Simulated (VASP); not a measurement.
Wanted: the native input for a VASP 6.6.1 run.

```yaml
Task: single point
Functional: PBE
Potentials_or_basis: VASP PAW PBE potentials, release 64 (B, C)
Cutoff: 520 eV
k_mesh: 12 × 12 × 12
Occupations: gaussian, width 0.1 eV
Spin: no spin polarisation
Dipole_correction: no
Further_INCAR_settings: ALGO = Normal; EDIFF = 1e-06; NBANDS = 20
```

The structure of BC5 lies in POSCAR:

```
BC5
1.0
    0.0000000000      2.9333780489      2.9333780489
    2.9333780489      0.0000000000      2.9333780489
    2.9333780489      2.9333780489      0.0000000000
B C
1 5
Direct
    0.7500000000      0.7500000000      0.7500000000
    0.5000000000      0.5000000000      0.5000000000
    0.1552570947      0.5342287159      0.1552570947
    0.1552570947      0.1552570947      0.1552570947
    0.5342287159      0.1552570947      0.1552570947
    0.1552570947      0.1552570947      0.5342287159
```

One way to write it, as run:

INCAR

```
SYSTEM = BC5
ALGO = Normal
EDIFF = 1E-6
ENCUT = 520
GGA = PE
ISIF = 2
ISMEAR = 0
LASPH = .TRUE.
LCHARG = .FALSE.
LREAL = .FALSE.
LWAVE = .FALSE.
NBANDS = 20
NELM = 100
PREC = Accurate
SIGMA = 0.1
```

KPOINTS

```
k-points
0
G
  12 12 12
  0 0 0
```

Potentials or basis: VASP PAW PBE potentials, release 64 (B, C).

The run is started by

```sh
$ cat potpaw_PBE.64/B/POTCAR potpaw_PBE.64/C/POTCAR > POTCAR
$ mpirun -np 1 vasp_std > vasp.out
```

Results of the run:

- Pressure: 0.4 GPa
- Largest force: 0.116 eV/Å

Wall time 33 s on 1 thread of Intel(R) Xeon(R) 6975P-C (Granite Rapids), on a shared host, peak memory 0.19 GiB.
